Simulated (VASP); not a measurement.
# SiNi (P2_13) in VASP: settings compared, part 2 of 2

VASP 6.6.1. Earlier steps stand in the parts before.

## 3. Single point, LDA, collinear spin, ferromagnetic start

This run uses another cell than the first one, of 10.87 Å³/atom.

INCAR reads:

```
  PREC = Accurate
  ENCUT = 520
  EDIFF = 1E-6
  ISMEAR = -1
  SIGMA = 0.1
  LREAL = F
  LASPH = T
  NELM = 150
  ALGO = Normal
  ISIF = 2
  LWAVE = F
  LCHARG = F
  ISPIN = 2
  MAGMOM = 0 0 0 0 1 1 1 1
  LORBIT = 11
  LMAXMIX = 4
  NBANDS = 42
```

KPOINTS reads:

```
Automatic mesh
0
Gamma
  7 7 7
```

POSCAR reads:

```
SiNi
1.0
    4.4309477202      0.0000000000      0.0000000000
    0.0000000000      4.4309477202      0.0000000000
    0.0000000000      0.0000000000      4.4309477202
Si Ni
4 4
Direct
    0.8463406015      0.8463406015      0.8463406015
    0.6536593985      0.1536593985      0.3463406015
    0.3463406015      0.6536593985      0.1536593985
    0.1536593985      0.3463406015      0.6536593985
    0.1491344250      0.1491344250      0.1491344250
    0.3508655750      0.8508655750      0.6491344250
    0.6491344250      0.3508655750      0.8508655750
    0.8508655750      0.6491344250      0.3508655750
```

Potentials or basis: VASP PAW LDA potentials, release 64 (Si, Ni).

Command:

```
> cat potpaw_LDA.64/Si/POTCAR potpaw_LDA.64/Ni/POTCAR > POTCAR
> mpirun -np 1 vasp_std > vasp.out
```

Run time: 5.1 min. Hardware: 1 thread of Intel Xeon 8259CL, shared host; peak memory 0.26 GiB.

It converged, with:

- Free energy: -54.3104 eV
- Pressure: 0.4 GPa
- Band gap on the k mesh: zero (filled and empty bands overlap)
- Net moment: 0.00 μB per cell
- Valence electrons inside the program's atomic spheres: Si 1.62; Ni 9.68

Levels at points of the mesh, in eV from the Fermi level:
Spin up:
| k point | band 25 | band 26 | band 27 | band 28 | band 29 | band 30 | band 31 | band 32 |
| --- | --- | --- | --- | --- | --- | --- | --- | --- |
| (0.00, 0.00, 0.00) | -1.74 | -1.74 | -1.74 | 1.09 | 1.09 | 1.09 | 1.43 | 1.43 |
Spin down:
```tsv
k point	band 25	band 26	band 27	band 28	band 29	band 30	band 31	band 32
(0.00, 0.00, 0.00)	-1.74	-1.74	-1.74	1.09	1.09	1.09	1.43	1.43
```

## 4. Single point, PBEsol, collinear spin, ferromagnetic start

This run uses another cell than the first one, of 11.15 Å³/atom.

INCAR reads:

```
PREC = Accurate
ENCUT = 520
EDIFF = 1E-6
ISMEAR = -1
SIGMA = 0.1
LREAL = F
LASPH = T
NELM = 150
ALGO = Normal
ISIF = 2
LWAVE = F
LCHARG = F
ISPIN = 2
MAGMOM = 0 0 0 0 1 1 1 1
LORBIT = 11
LMAXMIX = 4
GGA = PS
NBANDS = 42
```

KPOINTS is that of step 3.

POSCAR reads:

```
SiNi
1.0
    4.4683772371      0.0000000000      0.0000000000
    0.0000000000      4.4683772371      0.0000000000
    0.0000000000      0.0000000000      4.4683772371
Si Ni
4 4
Direct
    0.8464611636      0.8464611636      0.8464611636
    0.6535388364      0.1535388364      0.3464611636
    0.3464611636      0.6535388364      0.1535388364
    0.1535388364      0.3464611636      0.6535388364
    0.1490868241      0.1490868241      0.1490868241
    0.3509131759      0.8509131759      0.6490868241
    0.6490868241      0.3509131759      0.8509131759
    0.8509131759      0.6490868241      0.3509131759
```

Potentials or basis: VASP PAW PBE potentials, release 64 (Si, Ni).

Command:

```
> cat potpaw_PBE.64/Si/POTCAR potpaw_PBE.64/Ni/POTCAR > POTCAR
> mpirun -np 1 vasp_std > vasp.out
```

Run time: 5.5 min. Hardware: 1 thread of Intel Xeon 8259CL, shared host; peak memory 0.31 GiB.

Results (log left out):

```yaml
Free_energy: -51.6258 eV
Pressure: 0.2 GPa
Band_gap_on_the_k_mesh: zero (filled and empty bands overlap)
Net_moment: 0.00 μB per cell
Valence_electrons_inside_the_program's_atomic_spheres: Si 1.60; Ni 9.62
```

Forces in eV/Å, atoms in the order of the input:
```
Si   0.002  0.002  0.002
Si  -0.002 -0.002  0.002
Si   0.002 -0.002 -0.002
Si  -0.002  0.002 -0.002
Ni  -0.001 -0.001 -0.001
Ni   0.001  0.001 -0.001
Ni  -0.001  0.001  0.001
Ni   0.001 -0.001  0.001
```

Levels at points of the mesh, in eV from the Fermi level:
Spin up:
```
           k point  band 24  band 25  band 26  band 27  band 28  band 29  band 30  band 31  band 32  band 33
(0.00, 0.00, 0.00)    -2.32    -1.66    -1.66    -1.66     1.05     1.05     1.05     1.41     1.41     2.04
```
Spin down:
```csv
k point,band 25,band 26,band 27,band 28,band 29,band 30,band 31,band 32
"(0.00, 0.00, 0.00)",-1.66,-1.66,-1.66,1.05,1.05,1.05,1.41,1.41
```

Caveat: the PAW data sets were made with another functional, which shifts forces and pressure a little.

## 5. Relaxation of cell and atoms, LDA, collinear spin, ferromagnetic start

This run uses another cell than the first one, of 11.37 Å³/atom.

INCAR reads:

```
PREC     = Accurate       # precision mode
ENCUT    = 600            # plane-wave cutoff, eV
EDIFF    = 1E-6           # SCF threshold, eV
ISMEAR   = -1             # smearing method
SIGMA    = 0.1            # smearing width, eV
LREAL    = False          # projectors in reciprocal space
LASPH    = True           # aspherical terms in the spheres
NELM     = 150            # most SCF steps
ALGO     = Normal         # electronic algorithm
ISIF     = 3              # what is computed and relaxed
LWAVE    = False          # write WAVECAR
LCHARG   = False          # write CHGCAR
ISPIN    = 2              # spin polarisation
MAGMOM   = 0 0 0 0 1 1 1 1 # initial moments
LORBIT   = 11             # projections on sites
LMAXMIX  = 4              # l up to which the mixer works
GGA      = CA             # functional
IBRION   = 2              # ionic algorithm
NSW      = 80             # ionic steps
EDIFFG   = -0.01          # ionic threshold
```

KPOINTS is that of step 4.

POSCAR reads:

```
SiNi
1.0
    4.4967800000      0.0000000000      0.0000000000
    0.0000000000      4.4967800000      0.0000000000
    0.0000000000      0.0000000000      4.4967800000
Si Ni
4 4
Direct
    0.8601000000      0.8601000000      0.8601000000
    0.6399000000      0.1399000000      0.3601000000
    0.3601000000      0.6399000000      0.1399000000
    0.1399000000      0.3601000000      0.6399000000
    0.1470000000      0.1470000000      0.1470000000
    0.3530000000      0.8530000000      0.6470000000
    0.6470000000      0.3530000000      0.8530000000
    0.8530000000      0.6470000000      0.3530000000
```

Potentials or basis: VASP PAW LDA potentials, release 64 (Si, Ni).

Command:

```
> cat potpaw_LDA.64/Si/POTCAR potpaw_LDA.64/Ni/POTCAR > POTCAR
> mpirun -np 1 vasp_std > vasp.out
```

It took 16 min on 1 thread of Oxide Virtual Turin-like, shared host; peak memory 0.24 GiB.

The run converged. Its results:

* Free energy: -54.3124 eV
* Relaxed volume: 10.88 Å³/atom
* Relaxed cell: a = 4.432 Å, b = 4.432 Å, c = 4.432 Å, α = 90.00°, β = 90.00°, γ = 90.00°
* Space group after relaxing (to 0.1 Å): P2_13 (No. 198)
* Energy gained by relaxing: 42.9 meV/atom
* Ionic steps: 10
* Pressure after relaxing: 0.1 GPa
* Largest force after relaxing: 0.009 eV/Å
* Band gap on the k mesh: zero (filled and empty bands overlap)
* Net moment: 0.00 μB per cell
* Valence electrons inside the program's atomic spheres: Si 1.62; Ni 9.68

Forces on the atoms (eV/Å):
```
Si  -0.005 -0.005 -0.005
Si   0.005  0.005 -0.005
Si  -0.005  0.005  0.005
Si   0.005 -0.005  0.005
Ni   0.001  0.001  0.001
Ni  -0.001 -0.001  0.001
Ni   0.001 -0.001 -0.001
Ni  -0.001  0.001 -0.001
```

The path:
```
step  energy change (eV)  largest force (eV/Å)  pressure (GPa)  volume (Å³)
   1              0.0000                1.1018           -7.20        90.93
   2             -0.2162                0.6452            7.57        84.37
   3             -0.2308                0.7550            4.19        85.62
   4             -0.3397                0.1008            0.89        86.76
   5             -0.3418                0.0578            0.34        86.96
   6             -0.3418                0.0556            0.45        86.93
   7             -0.3423                0.0386           -0.37        87.27
   8             -0.3424                0.0432           -0.16        87.18
   9             -0.3429                0.0275           -0.07        87.14
  10             -0.3432                0.0089            0.11        87.08
```

Final structure:
```cif
data_structure
_symmetry_space_group_name_H-M 'P 1'
_symmetry_Int_Tables_number 1
_cell_length_a 4.4324
_cell_length_b 4.4324
_cell_length_c 4.4324
_cell_angle_alpha 90.000
_cell_angle_beta 90.000
_cell_angle_gamma 90.000
_cell_volume 87.08
loop_
_atom_site_label
_atom_site_type_symbol
_atom_site_fract_x
_atom_site_fract_y
_atom_site_fract_z
_atom_site_occupancy
Si1 Si 0.84646 0.84646 0.84646 1
Si2 Si 0.65354 0.15354 0.34646 1
Si3 Si 0.34646 0.65354 0.15354 1
Si4 Si 0.15354 0.34646 0.65354 1
Ni1 Ni 0.14909 0.14909 0.14909 1
Ni2 Ni 0.35091 0.85091 0.64909 1
Ni3 Ni 0.64909 0.35091 0.85091 1
Ni4 Ni 0.85091 0.64909 0.35091 1
```

Levels at points of the mesh, in eV from the Fermi level:
Spin up:
| k point | band 24 | band 25 | band 26 | band 27 | band 28 | band 29 | band 30 | band 31 | band 32 | band 33 |
| --- | --- | --- | --- | --- | --- | --- | --- | --- | --- | --- |
| (0.00, 0.00, 0.00) | -2.44 | -1.73 | -1.73 | -1.73 | 1.09 | 1.09 | 1.09 | 1.43 | 1.43 | 2.08 |
Spin down:
```tsv
k point	band 25	band 26	band 27	band 28	band 29	band 30	band 31	band 32
(0.00, 0.00, 0.00)	-1.73	-1.73	-1.73	1.09	1.09	1.09	1.43	1.43
```

LDA usually gives volumes a few per cent too small. Zero-point motion and thermal expansion aren't in these numbers.

## 6. Summary

| task | level | potentials or basis | cell | cutoff (eV) | gap on the mesh (eV) | pressure (GPa) | moment (μB) |
| --- | --- | --- | --- | --- | --- | --- | --- |
| single point | PBEsol+D3(BJ) | VASP PAW PBE potentials, release 64 (Si, Ni) | a = 4.422 Å, 8 atoms, atomic positions A | 520 | none | 0.2 | 0.00 |
| single point | LDA | VASP PAW LDA potentials, release 64 (Si, Ni) | a = 4.431 Å, 8 atoms, atomic positions A | 520 | none | 0.4 | 0.00 |
| single point | PBEsol | VASP PAW PBE potentials, release 64 (Si, Ni) | a = 4.468 Å, 8 atoms, atomic positions A | 520 | none | 0.2 | 0.00 |
| relaxation of cell and atoms | LDA | VASP PAW LDA potentials, release 64 (Si, Ni) | relaxed from a = 4.497 Å, 8 atoms, atomic positions B | 600 | none | 0.1 | 0.00 |

Alike in all rows: spin collinear, ferromagnetic start; k mesh 7 × 7 × 7; smearing fermi-dirac 0.1 eV.

Caveats: the PAW data sets were made with another functional, which shifts forces and pressure a little (at least some runs).

Total energies depend on the potentials used, so only differences within one code and one set of settings carry meaning.
